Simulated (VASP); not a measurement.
# Li2O (Fm-3m) in VASP: notebook

Aim: see how the results for Li2O move with the level of theory and the settings. Levels: PBEsol, revPBE, BLYP, LDA. Tasks: single point.

Everything below comes from runs of VASP 6.6.1. Logs are shortened: lines on timing, memory, paths and dates and some standing lists are left out, and cuts for length are marked.

### Step 1. The cell of the first run

The structure is cubic, space group Fm-3m (No. 225). Conventional cell: a = 4.610 Å, b = 4.610 Å, c = 4.610 Å, α = 90.00°, β = 90.00°, γ = 90.00°. Li (site symmetry -43m) has 4 O at 2.00 Å and 6 Li at 2.30 to 2.31 Å within 2.6 Å. O (site symmetry m-3m) has 8 Li at 2.00 Å within 2.6 Å.

### Step 2. Single point, PBEsol

Contents of INCAR:

```
SYSTEM = Li2O
PREC = Accurate ; ENCUT = 750
EDIFF = 1E-6 ; ISMEAR = 0
SIGMA = 0.01 ; LREAL = .False.
LASPH = .True. ; NELM = 120
ALGO = Normal ; ISIF = 2
LWAVE = .False. ; LCHARG = .False.
GGA = PS ; NBANDS = 13
GGA_COMPAT = .False.
```

Contents of KPOINTS:

```
regular mesh
0
Gamma
  8 8 8
  0 0 0
```

Contents of POSCAR:

```
Li2O
1.0
    0.0000000000      2.3050000000      2.3050000000
    2.3050000000      0.0000000000      2.3050000000
    2.3050000000      2.3050000000      0.0000000000
Li O
2 1
Direct
    0.2500000000      0.2500000000      0.2500000000
    0.7500000000      0.7500000000      0.7500000000
    0.0000000000      0.0000000000      0.0000000000
```

Potentials or basis: VASP PAW PBE potentials, release 64 (Li_sv, O).

On the command line:

```bash
$ cat potpaw_PBE.64/Li_sv/POTCAR potpaw_PBE.64/O/POTCAR > POTCAR
$ mpirun -np 1 vasp_std > vasp.out
```

OUTCAR:

```text
SYSTEM = Li2O
   PREC = Accurate
   ENCUT = 750
   EDIFF = 1E-6
   ISMEAR = 0
   LREAL = .False.
   LASPH = .True.
   NELM = 120
   ISIF = 2
   GGA = PS

 ion  position               nearest neighbor table
   1  0.250  0.250  0.250-   3 2.00   3 2.00   3 2.00   3 2.00   2 2.31   2 2.31   2 2.31   2 2.31
                             2 2.31   2 2.31
   2  0.750  0.750  0.750-   3 2.00   3 2.00   3 2.00   3 2.00   1 2.31   1 2.31   1 2.31   1 2.31
                             1 2.31   1 2.31
   3  0.000  0.000  0.000-   1 2.00   2 2.00   2 2.00   2 2.00   2 2.00   1 2.00   1 2.00   1 2.00

  LATTYP: Found a face centered cubic cell.
 ALAT       =     4.6100000000

  Lattice vectors:

 A1 = (   0.0000000000,   2.3050000000,   2.3050000000)
 A2 = (   2.3050000000,   0.0000000000,   2.3050000000)
 A3 = (   2.3050000000,   2.3050000000,   0.0000000000)

Analysis of symmetry for initial positions (statically):
=====================================================================
 Subroutine PRICEL returns:
 Original cell was already a primitive cell.

 Routine SETGRP: Setting up the symmetry group for a
 face centered cubic supercell.

 Subroutine GETGRP returns: Found 48 space group operations
 (whereof 48 operations were pure point group operations)
 out of a pool of 48 trial point group operations.

The static configuration has the point symmetry O_h .

Analysis of symmetry for dynamics (positions and initial velocities):
=====================================================================
 Subroutine PRICEL returns:
 Original cell was already a primitive cell.

 Routine SETGRP: Setting up the symmetry group for a
 face centered cubic supercell.

 Subroutine GETGRP returns: Found 48 space group operations
 (whereof 48 operations were pure point group operations)
 out of a pool of 48 trial point group operations.

The dynamic configuration has the point symmetry O_h .

 Subroutine INISYM returns: Found 48 space group operations
 (whereof 48 operations are pure point group operations),
 and found     1 'primitive' translations

----------------------------------------------------------------------------------------

                                     Primitive cell

  volume of cell :      24.4930

  direct lattice vectors                    reciprocal lattice vectors
     0.000000000  2.305000000  2.305000000    -0.216919740  0.216919740  0.216919740
     2.305000000  0.000000000  2.305000000     0.216919740 -0.216919740  0.216919740
     2.305000000  2.305000000  0.000000000     0.216919740  0.216919740 -0.216919740

  length of vectors
     3.259762261  3.259762261  3.259762261     0.375716010  0.375716010  0.375716010

  position of ions in fractional coordinates (direct lattice)
     0.250000000  0.250000000  0.250000000
     0.750000000  0.750000000  0.750000000
     0.000000000  0.000000000  0.000000000

  ion indices of the primitive-cell ions
   primitive index   ion index
                 1           1
                 2           2
                 3           3

----------------------------------------------------------------------------------------

 KPOINTS: regular mesh

Automatic generation of k-mesh.
 Grid dimensions read from file:
 generate k-points for:    8    8    8

 Generating k-lattice:

  Cartesian coordinates                     Fractional coordinates (reciprocal lattice)
    -0.027114967  0.027114967  0.027114967     0.125000000  0.000000000  0.000000000
     0.027114967 -0.027114967  0.027114967     0.000000000  0.125000000  0.000000000
     0.027114967  0.027114967 -0.027114967     0.000000000  0.000000000  0.125000000

  Length of vectors
     0.046964501  0.046964501  0.046964501

  Shift w.r.t. Gamma in fractional coordinates (k-lattice)
     0.000000000  0.000000000  0.000000000

 Subroutine IBZKPT returns following result:
 ===========================================

 Found     29 irreducible k-points:

 Following reciprocal coordinates:
            Coordinates               Weight
  0.000000  0.000000  0.000000      1.000000
  0.125000  0.000000  0.000000      8.000000
  0.250000  0.000000  0.000000      8.000000
  0.375000  0.000000  0.000000      8.000000
  0.500000  0.000000  0.000000      4.000000
  0.125000  0.125000  0.000000      6.000000
[... 16 lines left out ...]
  0.500000  0.250000  0.125000     48.000000
 -0.375000  0.250000  0.125000     24.000000
 [... further k-points ...]
   k-points           NKPTS =     29   k-points in BZ     NKDIM =     29   number of bands    NBANDS=     13
   number of dos      NEDOS =    301   number of ions     NIONS =      3
   total plane-waves  NPLWV =  27000
   dimension x,y,z NGX =    30 NGY =   30 NGZ =   30
   dimension x,y,z NGXF=    60 NGYF=   60 NGZF=   60
   ions per type =               2   1
   NGX,Y,Z   is equivalent  to a cutoff of  15.30, 15.30, 15.30 a.u.
   NGXF,Y,Z  is equivalent  to a cutoff of  30.60, 30.60, 30.60 a.u.
 SYSTEM =  Li2O
   PREC   = accura    normal or accurate (medium, high low for compatibility)
   ISTART =      0    job   : 0-new  1-cont  2-samecut
   ICHARG =      2    charge: 1-file 2-atom 10-const
   ISPIN  =      1    spin polarized calculation?
   LNONCOLLINEAR =      F non collinear calculations
   LSORBIT =      F    spin-orbit coupling
   LASPH  =      T    aspherical Exc in radial PAW
   ENCUT  =  750.0 eV  55.12 Ry    7.42 a.u.   7.28  7.28  7.28*2*pi/ulx,y,z
   NELM   =    120;   NELMIN=  2; NELMDL= -5     # of ELM steps
   EDIFF  = 0.1E-05   stopping-criterion for ELM
   LREAL  =      F    real-space projection
   EDIFFG = 0.1E-04   stopping-criterion for IOM
   NSW    =      0    number of steps for IOM
   IBRION =     -1    ionic relax: 0-MD 1-quasi-New 2-CG
   NFREE  =      0    steps in history (QN), initial steepest desc. (CG)
   ISIF   =      2    stress and relaxation
   ISYM   =      2    0-nonsym 1-usesym 2-fastsym
   POTIM  = 0.5000    time-step for ionic-motion
   TEBEG  =    0.0;   TEEND  =   0.0 temperature during run
   PSTRESS=    0.0 pullay stress
   NELECT =      12.0000    total number of electrons
   NUPDOWN=      -1.0000    fix difference up-down
   EMIN   =  10.00;   EMAX   =-10.00  energy-range for DOS
   EFERMI =   0.00;   METHOD = LEGACY
   ISMEAR =     0;   SIGMA  =   0.01  broadening in eV -4-tet -1-fermi 0-gaus
   EFERMI_NEDOS =   21; number of points for ismear=-14 and -15
   IALGO  =     38    algorithm
   IMIX   =      4    mixing-type and parameters
     AMIX     =   0.40;   BMIX     =  1.00
     AMIX_MAG =   1.60;   BMIX_MAG =  1.00
  volume/ion in A,a.u.               =       8.16        55.10
  Fermi-wavevector in a.u.,A,eV,Ry     =   1.290588  2.438858 22.662103  1.665618
  Thomas-Fermi vector in A             =   2.422410
   LORBIT       =      0    0 simple, 1 ext, 2 COOP (PROOUT), +10 PAW based schemes
   GGA     = PS    functional components
   LHFCALC =     F    Hartree Fock is set to
   AEXX    =    0.0000 exact exchange contribution
   IVDW    =     0    specifies the selected vdW correction
   LEPSILON=     F    determine dielectric tensor
   LRPA    =     F    only Hartree local field effects (RPA)
 non-spin polarized calculation
 Gauss-broadening in eV      SIGMA  =   0.01
  energy-cutoff  :      750.00
  volume of cell :       24.49
 maximum number of plane-waves:      1158
 NGX is ok and might be reduce to    30
   NGX = 15   NGY = 15   NGZ = 15

 number of electron      12.0000001 magnetization

 Free energy of the ion-electron system (eV)
  ---------------------------------------------------
  ext. energy  EPLUGINS =         0.00000000
  ---------------------------------------------------
  free energy    TOTEN  =       -14.75583227 eV

  energy without entropy =      -14.75583227  energy(sigma->0) =      -14.75583227

 E-fermi :   1.4089     XC(G=0):  -9.9482

 val. band max:        1.2535281400   @ k =   0.0000   0.0000   0.0000
 cond. band min:       6.0886835282   @ k =   0.5000   0.5000   0.0000
 fundamental gap:      4.8351553882
 Fermi energy:         1.4089494542

 k-point     1 :       0.0000    0.0000    0.0000
  band No.  band energies     occupation
      1     -41.0031      2.00000
      2     -40.6460      2.00000
      3     -14.1106      2.00000
      4       1.2535      2.00000
      5       1.2535      2.00000
      6       1.2535      2.00000
      7       6.4541      0.00000
      8      13.0934      0.00000
      9      13.0934      0.00000
     10      13.0934      0.00000
     11      20.1506      0.00000
     12      20.1506      0.00000
     13      20.1506      0.00000

 k-point     2 :       0.1250    0.0000    0.0000
  band No.  band energies     occupation
      1     -40.9872      2.00000
      2     -40.6576      2.00000
      3     -14.0801      2.00000
      4       0.7298      2.00000
      5       1.1800      2.00000
      6       1.1800      2.00000
      7       6.8757      0.00000
      8      13.1190      0.00000
      9      13.3100      0.00000
     10      13.3100      0.00000
     11      18.8111      0.00000
     12      18.8111      0.00000
     13      20.6783      0.00000

 k-point     3 :       0.2500    0.0000    0.0000
  band No.  band energies     occupation
      1     -40.9432      2.00000
      2     -40.6914      2.00000
      3     -14.0026      2.00000
      4      -0.3329      2.00000
      5       1.0131      2.00000
      6       1.0131      2.00000
      7       7.8764      0.00000
      8      12.9089      0.00000
      9      13.5672      0.00000
     10      13.5672      0.00000
     11      17.9631      0.00000
     12      17.9631      0.00000
     13      21.9849      0.00000

 k-point     4 :       0.3750    0.0000    0.0000
  band No.  band energies     occupation
      1     -40.8802      2.00000
      2     -40.7441      2.00000
      3     -13.9189      2.00000
      4      -1.2315      2.00000
      5       0.8596      2.00000
      6       0.8596      2.00000
      7       9.1872      0.00000
      8      12.0928      0.00000
      9      13.3786      0.00000
     10      13.3786      0.00000
     11      18.4820      0.00000
     12      18.4820      0.00000
     13      23.3949      0.00000

 k-point     5 :       0.5000    0.0000    0.0000
  band No.  band energies     occupation
      1     -40.8107      2.00000
      2     -40.8094      2.00000
      3     -13.8822      2.00000
      4      -1.5730      2.00000
      5       0.7994      2.00000
      6       0.7994      2.00000
      7      10.3788      0.00000
      8      11.0356      0.00000
      9      13.2117      0.00000
     10      13.2117      0.00000
     11      19.0222      0.00000
     12      19.0222      0.00000
     13      24.0549      0.00000
[... 257 lines left out ...]
 k-point    22 :       0.3750    0.2500    0.1250
  band No.  band energies     occupation
      1     -40.9143      2.00000
      2     -40.7122      2.00000
      3     -13.9481      2.00000
      4      -0.4367      2.00000
      5       0.3814      2.00000
      6       0.8209      2.00000
      7       7.9343      0.00000
      8      12.6786      0.00000
      9      13.9598      0.00000
     10      15.1855      0.00000
     11      15.2716      0.00000
     12      21.1392      0.00000
     13      23.4997      0.00000

 k-point    23 :       0.5000    0.2500    0.1250
  band No.  band energies     occupation
      1     -40.8635      2.00000
      2     -40.7545      2.00000
      3     -13.8819      2.00000
      4      -1.0068      2.00000
      5       0.2050      2.00000
      6       0.5988      2.00000
      7       8.6309      0.00000
      8      11.9177      0.00000
      9      14.2661      0.00000
     10      14.7203      0.00000
     11      16.9586      0.00000
     12      20.4953      0.00000
     13      23.6685      0.00000

 k-point    24 :      -0.3750    0.2500    0.1250
  band No.  band energies     occupation
      1     -40.8076      2.00000
      2     -40.8069      2.00000
      3     -13.8530      2.00000
      4      -1.2562      2.00000
      5       0.2317      2.00000
      6       0.4295      2.00000
      7       9.1009      0.00000
      8      11.4581      0.00000
      9      14.2379      0.00000
     10      14.6077      0.00000
     11      18.7355      0.00000
     12      19.0850      0.00000
     13      24.1956      0.00000

 [... further k-points ...]
[... 5 lines left out ...]
  --------------------------------------------------------------------------------------
  -------------------------------------------------------------------------------------
  Total       -0.2295038     -0.2295038     -0.2295038     -0.0000000      0.0000000     -0.0000000
  in kB      -15.0126637    -15.0126637    -15.0126637     -0.0000000      0.0000000     -0.0000000
  external PRESSURE =     -15.0126637 kB  Pullay stress =       0.0000000 kB

 VOLUME and BASIS-vectors are now :
 -----------------------------------------------------------------------------
  energy-cutoff  :      750.00
  volume of cell :       24.49
      direct lattice vectors                 reciprocal lattice vectors
     0.000000000  2.305000000  2.305000000    -0.216919740  0.216919740  0.216919740
     2.305000000  0.000000000  2.305000000     0.216919740 -0.216919740  0.216919740
     2.305000000  2.305000000  0.000000000     0.216919740  0.216919740 -0.216919740

 POSITION                                       TOTAL-FORCE (eV/Angst)
 -----------------------------------------------------------------------------------
      1.15250      1.15250      1.15250        -0.000000      0.000000     -0.000000
      3.45750      3.45750      3.45750         0.000000     -0.000000      0.000000
      0.00000      0.00000      0.00000        -0.000000     -0.000000     -0.000000
 -----------------------------------------------------------------------------------
    total drift:                                0.000000     -0.000000      0.000000

  FREE ENERGIE OF THE ION-ELECTRON SYSTEM (eV)
  ---------------------------------------------------
  free  energy   TOTEN  =       -14.7558322651 eV

  energy  without entropy=      -14.7558322651  energy(sigma->0) =      -14.75583227
```

Wall time 37 s (1 thread of AMD EPYC 7R13, shared host); peak memory 0.13 GiB.

Results:

```yaml
Free_energy: -14.7558 eV
Pressure: -1.5 GPa
Band_gap_on_the_k_mesh: 4.84 eV, indirect (least direct gap 5.20 eV)
```

Caveat: the PAW data sets were made with another functional, which shifts forces and pressure a little. Expect the measured gap to be larger: semilocal functionals such as PBEsol lack the derivative discontinuity.

### Step 3. Single point, revPBE

Contents of INCAR:

```
  ALGO = Normal
  EDIFF = 1E-6
  ENCUT = 750
  GGA = RE
  GGA_COMPAT = False
  ISIF = 2
  ISMEAR = 0
  LASPH = True
  LCHARG = False
  LREAL = False
  LWAVE = False
  NBANDS = 13
  NELM = 120
  PREC = Accurate
  SIGMA = 0.01
```

Contents of KPOINTS:

```
k-points
0
Gamma
  8 8 8
```

POSCAR is that of step 2.

Potentials or basis: VASP PAW PBE potentials, release 64 (Li_sv, O).

On the command line:

```bash
$ cat potpaw_PBE.64/Li_sv/POTCAR potpaw_PBE.64/O/POTCAR > POTCAR
$ mpirun -np 1 vasp_std > vasp.out
```

OUTCAR:

```text
EDIFF = 1E-6
   ENCUT = 750
   GGA = RE
   ISIF = 2
   ISMEAR = 0
   LASPH = True
   LREAL = False
   NELM = 120
   PREC = Accurate

 ion  position               nearest neighbor table
   1  0.250  0.250  0.250-   3 2.00   3 2.00   3 2.00   3 2.00   2 2.31   2 2.31   2 2.31   2 2.31
                             2 2.31   2 2.31
   2  0.750  0.750  0.750-   3 2.00   3 2.00   3 2.00   3 2.00   1 2.31   1 2.31   1 2.31   1 2.31
                             1 2.31   1 2.31
   3  0.000  0.000  0.000-   1 2.00   2 2.00   2 2.00   2 2.00   2 2.00   1 2.00   1 2.00   1 2.00
[... 574 lines left out ...]
     11      19.2921      0.00000
     12      19.6800      0.00000
     13      24.7523      0.00000

 [... further k-points ...]
[... 5 lines left out ...]
  --------------------------------------------------------------------------------------
  -------------------------------------------------------------------------------------
  Total        0.5470849      0.5470849      0.5470849      0.0000000      0.0000000     -0.0000000
  in kB       35.7867750     35.7867750     35.7867750      0.0000000      0.0000000     -0.0000000
  external PRESSURE =      35.7867750 kB  Pullay stress =       0.0000000 kB

 VOLUME and BASIS-vectors are now :
 -----------------------------------------------------------------------------
  energy-cutoff  :      750.00
  volume of cell :       24.49
      direct lattice vectors                 reciprocal lattice vectors
     0.000000000  2.305000000  2.305000000    -0.216919740  0.216919740  0.216919740
     2.305000000  0.000000000  2.305000000     0.216919740 -0.216919740  0.216919740
     2.305000000  2.305000000  0.000000000     0.216919740  0.216919740 -0.216919740

 POSITION                                       TOTAL-FORCE (eV/Angst)
 -----------------------------------------------------------------------------------
      1.15250      1.15250      1.15250         0.000000      0.000000      0.000000
      3.45750      3.45750      3.45750        -0.000000     -0.000000     -0.000000
      0.00000      0.00000      0.00000         0.000000     -0.000000     -0.000000
 -----------------------------------------------------------------------------------
    total drift:                                0.000000     -0.000000      0.000000

  FREE ENERGIE OF THE ION-ELECTRON SYSTEM (eV)
  ---------------------------------------------------
  free  energy   TOTEN  =       -13.6710143062 eV

  energy  without entropy=      -13.6710143062  energy(sigma->0) =      -13.67101431
```

stdout:

```text
POSCAR found type information on POSCAR LiO
 POSCAR found :  2 types and       3 ions
 scaLAPACK will be used
 -----------------------------------------------------------------------------
|                                                                             |
|                                                                             |
|     You enforced a specific xc type in the INCAR file but a different       |
|     I HOPE YOU KNOW WHAT YOU ARE DOING!                                     |
|                                                                             |
 -----------------------------------------------------------------------------

 LDA part: xc-table for (Slater+PW92), standard interpolation
 POSCAR, INCAR and KPOINTS ok, starting setup
 FFT: planning ... GRIDC
 FFT: planning ... GRID_SOFT
 FFT: planning ... GRID
 WAVECAR not read
 entering main loop
```

It took 40 s on 1 thread of AMD EPYC 7R13, shared host; peak memory 0.13 GiB.

Results:

```
Free energy            : -13.6710 eV
Pressure               : 3.6 GPa
Band gap on the k mesh : 5.10 eV, indirect (least direct gap 5.38 eV)
```

Levels at points of the mesh, in eV from the valence-band top:
| k point | band 3 | band 4 | band 5 | band 6 | band 7 | band 8 | band 9 | band 10 |
| --- | --- | --- | --- | --- | --- | --- | --- | --- |
| (0.00, 0.00, 0.00) | -15.54 | 0.00 | 0.00 | 0.00 | 5.38 | 12.17 | 12.17 | 12.17 |
| (0.50, 0.00, 0.00) | -15.31 | -2.76 | -0.44 | -0.44 | 9.34 | 9.99 | 12.26 | 12.26 |
| (0.50, 0.50, 0.00) | -15.26 | -1.60 | -1.37 | -1.37 | 5.10 | 13.77 | 13.77 | 14.92 |

Caveat: the PAW data sets were made with another functional, which shifts forces and pressure a little. A k mesh can miss the band edges.

(Continued in part 2 of 2.)
